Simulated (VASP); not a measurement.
# AlGa2Sb3 in VASP: notebook

AlGa2Sb3 is run at these levels: PBE; tasks: single point.

Program: VASP 6.6.1. These are calculated values, not measurements. Logs are shortened: lines on timing, memory, paths and dates and some standing lists are left out, and cuts for length are marked.

**1. The cell of the first run**

The structure is hexagonal, space group P6_3mc (No. 186). Conventional cell: a = 4.383 Å, b = 4.383 Å, c = 21.665 Å, α = 90.00°, β = 90.00°, γ = 120.00°. Within 3.5 Å of Al (site symmetry 3m) lie 4 Sb at 2.69 to 2.71 Å. Ga (site symmetry 3m) has 4 Sb at 2.69 to 2.70 Å within 3.5 Å. Ga (site symmetry 3m) has 4 Sb at 2.69 to 2.70 Å within 3.5 Å. Sb (site symmetry 3m) has 3 Al at 2.69 Å and 1 Ga at 2.70 Å within 3.5 Å. Sb (site symmetry 3m) has 4 Ga at 2.69 to 2.70 Å within 3.5 Å. Within 3.5 Å of Sb (site symmetry 3m) lie 3 Ga at 2.69 Å and 1 Al at 2.71 Å.

**2. Single point, PBE**

Contents of INCAR:

```
SYSTEM = AlGa2Sb3
  PREC = Accurate
  ENCUT = 520
  EDIFF = 1E-6
  ISMEAR = 0
  SIGMA = 0.1
  LREAL = .False.
  LASPH = .True.
  NELM = 80
  ALGO = Normal
  ISIF = 2
  LWAVE = .False.
  LCHARG = .False.
  GGA = PE
  NBANDS = 56
```

Contents of KPOINTS:

```
regular mesh
0
Gamma
  6 6 1
  0 0 0
```

Contents of POSCAR:

```
AlGa2Sb3
1.0
    4.3826487000      0.0000000000      0.0000000000
   -2.1913243000      3.7954851000      0.0000000000
    0.0000000000      0.0000000000     21.6654728000
Al Ga Sb
2 4 6
Direct
    0.6666667000      0.3333333000      0.8332010000
    0.3333333000      0.6666667000      0.3332010000
    0.6666667000      0.3333333000      0.1667670000
    0.6666667000      0.3333333000      0.5003720000
    0.3333333000      0.6666667000      0.0003720000
    0.3333333000      0.6666667000      0.6667670000
    0.6666667000      0.3333333000      0.2914130000
    0.6666667000      0.3333333000      0.6249240000
    0.6666667000      0.3333333000      0.9582240000
    0.3333333000      0.6666667000      0.1249240000
    0.3333333000      0.6666667000      0.4582240000
    0.3333333000      0.6666667000      0.7914130000
```

Potentials or basis: VASP PAW PBE potentials, release 64 (Al, Ga_d, Sb).

Run with:

```sh
> cat potpaw_PBE.64/Al/POTCAR potpaw_PBE.64/Ga_d/POTCAR potpaw_PBE.64/Sb/POTCAR > POTCAR
> mpirun -np 1 vasp_std > vasp.out
```

OUTCAR:

```text
SYSTEM = AlGa2Sb3
   PREC = Accurate
   ENCUT = 520
   EDIFF = 1E-6
   ISMEAR = 0
   LREAL = .False.
   LASPH = .True.
   NELM = 80
   ISIF = 2
   GGA = PE

 ion  position               nearest neighbor table
   1  0.667  0.333  0.833-  12 2.69  12 2.69  12 2.69   9 2.71
   2  0.333  0.667  0.333-   7 2.69   7 2.69   7 2.69  11 2.71
   3  0.667  0.333  0.167-  10 2.69  10 2.69  10 2.69   7 2.70
   4  0.667  0.333  0.500-  11 2.69  11 2.69  11 2.69   8 2.70
   5  0.333  0.667  0.000-   9 2.69   9 2.69   9 2.69  10 2.70
   6  0.333  0.667  0.667-   8 2.69   8 2.69   8 2.69  12 2.70
   7  0.667  0.333  0.291-   2 2.69   2 2.69   2 2.69   3 2.70
   8  0.667  0.333  0.625-   6 2.69   6 2.69   6 2.69   4 2.70
   9  0.667  0.333  0.958-   5 2.69   5 2.69   5 2.69   1 2.71
  10  0.333  0.667  0.125-   3 2.69   3 2.69   3 2.69   5 2.70
  11  0.333  0.667  0.458-   4 2.69   4 2.69   4 2.69   2 2.71
  12  0.333  0.667  0.791-   1 2.69   1 2.69   1 2.69   6 2.70

  LATTYP: Found a hexagonal cell.
 ALAT       =     4.3826487000
 C/A-ratio  =     4.9434655349

  Lattice vectors:

 A1 = (   4.3826487000,   0.0000000000,   0.0000000000)
 A2 = (  -2.1913243000,   3.7954851000,   0.0000000000)
 A3 = (   0.0000000000,   0.0000000000,  21.6654728000)

Analysis of symmetry for initial positions (statically):
=====================================================================
 Subroutine PRICEL returns:
 Original cell was already a primitive cell.

 Routine SETGRP: Setting up the symmetry group for a
 hexagonal supercell.

 Subroutine GETGRP returns: Found 12 space group operations
 (whereof  6 operations were pure point group operations)
 out of a pool of 24 trial point group operations.

The static configuration has the point symmetry C_3v.
 The point group associated with its full space group is C_6v.

Analysis of symmetry for dynamics (positions and initial velocities):
=====================================================================
 Subroutine PRICEL returns:
 Original cell was already a primitive cell.

 Routine SETGRP: Setting up the symmetry group for a
 hexagonal supercell.

 Subroutine GETGRP returns: Found 12 space group operations
 (whereof  6 operations were pure point group operations)
 out of a pool of 24 trial point group operations.

The dynamic configuration has the point symmetry C_3v.
 The point group associated with its full space group is C_6v.

 Subroutine INISYM returns: Found 12 space group operations
 (whereof  6 operations are pure point group operations),
 and found     1 'primitive' translations

----------------------------------------------------------------------------------------

                                     Primitive cell

  volume of cell :     360.3895

  direct lattice vectors                    reciprocal lattice vectors
     4.382648700  0.000000000  0.000000000     0.228172520  0.131735463  0.000000000
    -2.191324300  3.795485100  0.000000000     0.000000000  0.263470933  0.000000000
     0.000000000  0.000000000 21.665472800     0.000000000  0.000000000  0.046156389

  length of vectors
     4.382648700  4.382648666 21.665472800     0.263470931  0.263470933  0.046156389

  position of ions in fractional coordinates (direct lattice)
     0.666666700  0.333333300  0.833201000
     0.333333300  0.666666700  0.333201000
     0.666666700  0.333333300  0.166767000
     0.666666700  0.333333300  0.500372000
     0.333333300  0.666666700  0.000372000
     0.333333300  0.666666700  0.666767000
     0.666666700  0.333333300  0.291413000
     0.666666700  0.333333300  0.624924000
     0.666666700  0.333333300  0.958224000
     0.333333300  0.666666700  0.124924000
     0.333333300  0.666666700  0.458224000
     0.333333300  0.666666700  0.791413000

  ion indices of the primitive-cell ions
   primitive index   ion index
                 1           1
                 2           2
                 3           3
                 4           4
                 5           5
                 6           6
                 7           7
                 8           8
                 9           9
                10          10
                11          11
                12          12

----------------------------------------------------------------------------------------

 KPOINTS: regular mesh

Automatic generation of k-mesh.
 Grid dimensions read from file:
 generate k-points for:    6    6    1

 Generating k-lattice:

  Cartesian coordinates                     Fractional coordinates (reciprocal lattice)
     0.038028753  0.021955911  0.000000000     0.166666667  0.000000000  0.000000000
     0.000000000  0.043911822  0.000000000     0.000000000  0.166666667  0.000000000
     0.000000000  0.000000000  0.046156389     0.000000000  0.000000000  1.000000000

  Length of vectors
     0.043911822  0.043911822  0.046156389

  Shift w.r.t. Gamma in fractional coordinates (k-lattice)
     0.000000000  0.000000000  0.000000000

[... 39 lines left out ...]
   ISYM   =      2    0-nonsym 1-usesym 2-fastsym
   POTIM  = 0.5000    time-step for ionic-motion
   TEBEG  =    0.0;   TEEND  =   0.0 temperature during run
   PSTRESS=    0.0 pullay stress
   NELECT =      88.0000    total number of electrons
   NUPDOWN=      -1.0000    fix difference up-down
   EMIN   =  10.00;   EMAX   =-10.00  energy-range for DOS
   EFERMI =   0.00;   METHOD = LEGACY
   ISMEAR =     0;   SIGMA  =   0.10  broadening in eV -4-tet -1-fermi 0-gaus
   EFERMI_NEDOS =   21; number of points for ismear=-14 and -15
   IALGO  =     38    algorithm
   IMIX   =      4    mixing-type and parameters
     AMIX     =   0.40;   BMIX     =  1.00
     AMIX_MAG =   1.60;   BMIX_MAG =  1.00
  volume/ion in A,a.u.               =      30.03       202.67
  Fermi-wavevector in a.u.,A,eV,Ry     =   1.023242  1.933647 14.245628  1.047024
  Thomas-Fermi vector in A             =   2.156965
   LORBIT       =      0    0 simple, 1 ext, 2 COOP (PROOUT), +10 PAW based schemes
   GGA     = PE    functional components
   LHFCALC =     F    Hartree Fock is set to
   AEXX    =    0.0000 exact exchange contribution
   IVDW    =     0    specifies the selected vdW correction
   LEPSILON=     F    determine dielectric tensor
   LRPA    =     F    only Hartree local field effects (RPA)
 non-spin polarized calculation
 Gauss-broadening in eV      SIGMA  =   0.10
  energy-cutoff  :      520.00
  volume of cell :      360.39
 maximum number of plane-waves:      9726
 NGX is ok and might be reduce to    36
   NGX = 17   NGY = 17   NGZ = 81

 number of electron      87.9999994 magnetization

 Free energy of the ion-electron system (eV)
  ---------------------------------------------------
  ext. energy  EPLUGINS =         0.00000000
  ---------------------------------------------------
  free energy    TOTEN  =       -45.66861855 eV

  energy without entropy =      -45.66446976  energy(sigma->0) =      -45.66654416

 E-fermi :   4.5628     XC(G=0):  -8.7449

 val. band max:        4.5571947849   @ k =   0.0000   0.0000   0.0000
 cond. band min:       4.7956212362   @ k =   0.0000   0.0000   0.0000
 fundamental gap:      0.2384264513
 Fermi energy:         4.5627824988

 k-point     1 :       0.0000    0.0000    0.0000
  band No.  band energies     occupation
      1     -10.4618      2.00000
      2     -10.4618      2.00000
      3     -10.4495      2.00000
      4     -10.4494      2.00000
      5     -10.4421      2.00000
      6     -10.4421      2.00000
[... 48 lines left out ...]
     55       7.4874      0.00000
     56       7.5884      0.00000

 k-point     2 :       0.1667   -0.0000    0.0000
  band No.  band energies     occupation
      1     -10.4651      2.00000
      2     -10.4650      2.00000
      3     -10.4506      2.00000
      4     -10.4506      2.00000
      5     -10.4443      2.00000
      6     -10.4442      2.00000
[... 288 lines left out ...]
  band No.  band energies     occupation
      1     -10.4750      2.00000
      2     -10.4750      2.00000
      3     -10.4622      2.00000
      4     -10.4622      2.00000
      5     -10.4409      2.00000
      6     -10.4409      2.00000
[... 48 lines left out ...]
     55       9.4302      0.00000
     56       9.4979      0.00000

------------------------ aborting loop because EDIFF is reached ----------------------------------------

  FORCE on cell =-STRESS in cart. coord.  units (eV):
  Direction    XX          YY          ZZ          XY          YZ          ZX
  --------------------------------------------------------------------------------------
  -------------------------------------------------------------------------------------
  Total        0.4244338      0.4244338      0.2416939      0.0000000      0.0000000      0.0000000
  in kB        1.8868978      1.8868978      1.0744946      0.0000000      0.0000000      0.0000000
  external PRESSURE =       1.6160967 kB  Pullay stress =       0.0000000 kB

 VOLUME and BASIS-vectors are now :
 -----------------------------------------------------------------------------
  energy-cutoff  :      520.00
  volume of cell :      360.39
      direct lattice vectors                 reciprocal lattice vectors
     4.382648700  0.000000000  0.000000000     0.228172520  0.131735463  0.000000000
    -2.191324300  3.795485100  0.000000000     0.000000000  0.263470933  0.000000000
     0.000000000  0.000000000 21.665472800     0.000000000  0.000000000  0.046156389

 POSITION                                       TOTAL-FORCE (eV/Angst)
 -----------------------------------------------------------------------------------
      2.19132      1.26516     18.05169        -0.000000      0.000000      0.012071
     -0.00000      2.53032      7.21896        -0.000000     -0.000000      0.012071
      2.19132      1.26516      3.61309        -0.000000      0.000000      0.006757
      2.19132      1.26516     10.84080        -0.000000      0.000000      0.006447
     -0.00000      2.53032      0.00806         0.000000     -0.000000      0.006447
     -0.00000      2.53032     14.44582         0.000000     -0.000000      0.006757
      2.19132      1.26516      6.31360         0.000000      0.000000     -0.015136
      2.19132      1.26516     13.53927         0.000000      0.000000     -0.013340
      2.19132      1.26516     20.76038        -0.000000      0.000000      0.003201
     -0.00000      2.53032      2.70654        -0.000000      0.000000     -0.013340
     -0.00000      2.53032      9.92764        -0.000000     -0.000000      0.003201
     -0.00000      2.53032     17.14634         0.000000      0.000000     -0.015136
 -----------------------------------------------------------------------------------
    total drift:                                0.000033     -0.000019     -0.001058

  FREE ENERGIE OF THE ION-ELECTRON SYSTEM (eV)
  ---------------------------------------------------
  free  energy   TOTEN  =       -45.6686185488 eV

  energy  without entropy=      -45.6644697622  energy(sigma->0) =      -45.66654416
```

It took 2.2 min on 1 thread of Intel Xeon 6975P-C (Granite Rapids), shared host; peak memory 0.55 GiB.

What came out:

| Quantity | Value |
| --- | --- |
| Free energy | -45.6686 eV |
| Pressure | 0.2 GPa |
| Largest force | 0.015 eV/Å |
| Band gap on the k mesh | 0.04 eV |

Forces in eV/Å, atoms in the order of the input:
```
Al   0.000  0.000  0.012
Al   0.000  0.000  0.012
Ga   0.000  0.000  0.007
Ga   0.000  0.000  0.006
Ga   0.000  0.000  0.006
Ga   0.000  0.000  0.007
Sb   0.000  0.000 -0.015
Sb   0.000  0.000 -0.013
Sb   0.000  0.000  0.003
Sb   0.000  0.000 -0.013
Sb   0.000  0.000  0.003
Sb   0.000  0.000 -0.015
```

Stress tensor (GPa, compression positive):
```
0.19 0.00 0.00
0.00 0.19 0.00
0.00 0.00 0.11
```

Levels at points of the mesh, in eV from the valence-band top:
```csv
k point,band 42,band 43,band 44,band 45,band 46,band 47
"(0.00, 0.00, 0.00)",-0.22,0.00,0.00,0.04,0.28,0.44
"(0.50, 0.00, 0.00)",-1.56,-1.50,-1.11,0.53,0.80,1.03
```

Caveat: the smearing spreads over this small gap; semilocal functionals underestimate gaps, and a narrow one can read as zero; spin-orbit coupling is left out, which moves the levels of the heavy elements.

**3. Single point, PBE**

Contents of INCAR:

```
PREC = Accurate ; ENCUT = 520
EDIFF = 1E-6 ; ISMEAR = 0
SIGMA = 0.2 ; LREAL = False
LASPH = True ; NELM = 80
ALGO = Normal ; ISIF = 2
LWAVE = False ; LCHARG = True
GGA = PE ; LELF = True
LVHAR = True ; NBANDS = 56
```

Contents of KPOINTS:

```
regular mesh
0
Gamma
  6 6 1
```

Contents of POSCAR:

```
AlGa2Sb3
1.0
    4.3826486942     -0.0000000289      0.0000000000
   -2.1913243221      3.7954851195      0.0000000000
    0.0000000000      0.0000000000     21.6654728000
Al Ga Sb
2 4 6
Direct
    0.6666666667      0.3333333333      0.8332010000
    0.3333333333      0.6666666667      0.3332010000
    0.6666666667      0.3333333333      0.1667670000
    0.6666666667      0.3333333333      0.5003720000
    0.3333333333      0.6666666667      0.0003720000
    0.3333333333      0.6666666667      0.6667670000
    0.6666666667      0.3333333333      0.2914130000
    0.6666666667      0.3333333333      0.6249240000
    0.6666666667      0.3333333333      0.9582240000
    0.3333333333      0.6666666667      0.1249240000
    0.3333333333      0.6666666667      0.4582240000
    0.3333333333      0.6666666667      0.7914130000
```

Potentials or basis: VASP PAW PBE potentials, release 64 (Al, Ga_d, Sb).

Run with:

```sh
> cat potpaw_PBE.64/Al/POTCAR potpaw_PBE.64/Ga_d/POTCAR potpaw_PBE.64/Sb/POTCAR > POTCAR
> mpirun -np 1 vasp_std > vasp.out
```

Run time: 2.2 min. Hardware: 1 thread of Intel Xeon 6975P-C (Granite Rapids), shared host; peak memory 0.55 GiB.

Results (log left out):

```yaml
Free_energy: -45.6732 eV
Pressure: 0.2 GPa
Largest_force: 0.017 eV/Å
Band_gap_on_the_k_mesh: 0.04 eV
```

Forces in eV/Å, atoms in the order of the input:
```
Al   0.000  0.000  0.013
Al   0.000  0.000  0.013
Ga   0.000  0.000  0.006
Ga   0.000  0.000  0.007
Ga   0.000  0.000  0.007
Ga   0.000  0.000  0.006
Sb   0.000  0.000 -0.017
Sb   0.000  0.000 -0.012
Sb   0.000  0.000  0.004
Sb   0.000  0.000 -0.012
Sb   0.000  0.000  0.004
Sb   0.000  0.000 -0.017
```

Stress tensor (GPa, compression positive):
```
0.21 0.00 0.00
0.00 0.21 0.00
0.00 0.00 0.10
```

Levels at points of the mesh, in eV from the valence-band top:
| k point | band 40 | band 41 | band 42 | band 43 | band 44 | band 45 | band 46 | band 47 | band 48 | band 49 |
| --- | --- | --- | --- | --- | --- | --- | --- | --- | --- | --- |
| (0.00, 0.00, 0.00) | -0.30 | -0.30 | -0.22 | 0.00 | 0.00 | 0.04 | 0.28 | 0.44 | 1.06 | 1.09 |
| (0.50, 0.00, 0.00) | -1.66 | -1.60 | -1.56 | -1.50 | -1.11 | 0.53 | 0.80 | 1.04 | 1.10 | 1.12 |

Caveat: the smearing spreads over this small gap; semilocal functionals underestimate gaps, and a narrow one can read as zero; spin-orbit coupling is left out, which moves the levels of the heavy elements.

**4. Single point, PBE**

Contents of INCAR:

```
SYSTEM = AlGa2Sb3
PREC = Accurate
ENCUT = 520
EDIFF = 1E-6
ISMEAR = 0
SIGMA = 0.2
LREAL = .False.
LASPH = .True.
NELM = 60
ALGO = Normal
ISIF = 2
LWAVE = .False.
LCHARG = .False.
GGA = PE
NBANDS = 56
```

Contents of KPOINTS:

```
Automatic mesh
0
Gamma
  6 6 1
  0 0 0
```

Contents of POSCAR:

```
AlGa2Sb3
1.0
    4.3863609990     -0.0002074498     -0.0002974602
   -2.1933654365      3.7987553889     -0.0000491152
   -0.0016878257     -0.0009299877     21.6593054756
Al Ga Sb
2 4 6
Direct
    0.6669289934      0.3332265529      0.8332435643
    0.3331606665      0.6665584389      0.3332276257
    0.6667143145      0.3332190028      0.1667447982
    0.6670510449      0.3341833475      0.5003413504
    0.3328895015      0.6658627002      0.0003358906
    0.3333446479      0.6669864945      0.6667661488
    0.6664641204      0.3332052508      0.2914210740
    0.6666357995      0.3336961810      0.6249025262
    0.6661972978      0.3325350375      0.9582484792
    0.3333462408      0.6665044721      0.1248916391
    0.3336817754      0.6674624389      0.4582394208
    0.3335855975      0.6665600829      0.7914394826
```

Run with:

```sh
> cat potpaw_PBE.64/Al/POTCAR potpaw_PBE.64/Ga_d/POTCAR potpaw_PBE.64/Sb/POTCAR > POTCAR
> mpirun -np 1 vasp_std > vasp.out
```

Run time: 5.7 min. Hardware: 1 thread of Intel Xeon 6975P-C (Granite Rapids), shared host; peak memory 0.68 GiB.

Results (log left out):

- Free energy: -45.6737 eV
- Pressure: 0.1 GPa
- Largest force: 0.010 eV/Å
- Band gap on the k mesh: 0.03 eV

Forces in eV/Å, atoms in the order of the input:
```
Al  -0.001  0.000  0.000
Al   0.000  0.001  0.000
Ga  -0.001  0.000  0.000
Ga   0.000 -0.001  0.003
Ga   0.000  0.001  0.004
Ga   0.000  0.000 -0.001
Sb   0.000  0.000 -0.009
Sb   0.001 -0.001 -0.002
Sb   0.000  0.001  0.008
Sb   0.000 -0.001 -0.003
Sb   0.000 -0.001  0.009
Sb   0.000  0.000 -0.010
```

Levels at points of the mesh, in eV from the valence-band top:
```csv
k point,band 42,band 43,band 44,band 45,band 46,band 47
"(0.00, 0.00, 0.00)",-0.22,0.00,0.00,0.03,0.27,0.43
"(0.50, 0.00, 0.00)",-1.55,-1.50,-1.11,0.53,0.80,1.03
"(0.00, 0.50, 0.00)",-1.55,-1.50,-1.11,0.54,0.80,1.03
"(0.50, 0.50, 0.00)",-1.55,-1.50,-1.11,0.53,0.80,1.03
```

Caveat: the smearing spreads over this small gap; semilocal functionals underestimate gaps, and a narrow one can read as zero; spin-orbit coupling is left out, which moves the levels of the heavy elements.

**5. The runs side by side**

```csv
cell,smearing,gap on the mesh (eV),pressure (GPa),largest force (eV/Å)
"a = 4.383, b = 4.383, c = 21.665 Å, angles 90.0, 90.0, 120.0°, 12 atoms, atomic positions A",gaussian 0.1 eV,0.04,0.2,0.02
"a = 4.383, b = 4.383, c = 21.665 Å, angles 90.0, 90.0, 120.0°, 12 atoms, atomic positions A",gaussian 0.2 eV,0.04,0.2,0.02
"a = 4.386, b = 4.387, c = 21.659 Å, angles 90.0, 90.0, 120.0°, 12 atoms, atomic positions B",gaussian 0.2 eV,0.03,0.1,0.01
```

Alike in all rows: task single point; level PBE; potentials or basis VASP PAW PBE potentials, release 64 (Al, Ga_d, Sb); no spin polarisation; k mesh 6 × 6 × 1; cutoff (eV) 520.

Caveats: the smearing spreads over this small gap; semilocal functionals underestimate gaps, and a narrow one can read as zero; spin-orbit coupling is left out, which moves the levels of the heavy elements.

Absolute energies hang on the potentials; compare differences alone.

The gap in the log of VASP goes by the Fermi energy; the results here count the filled bands.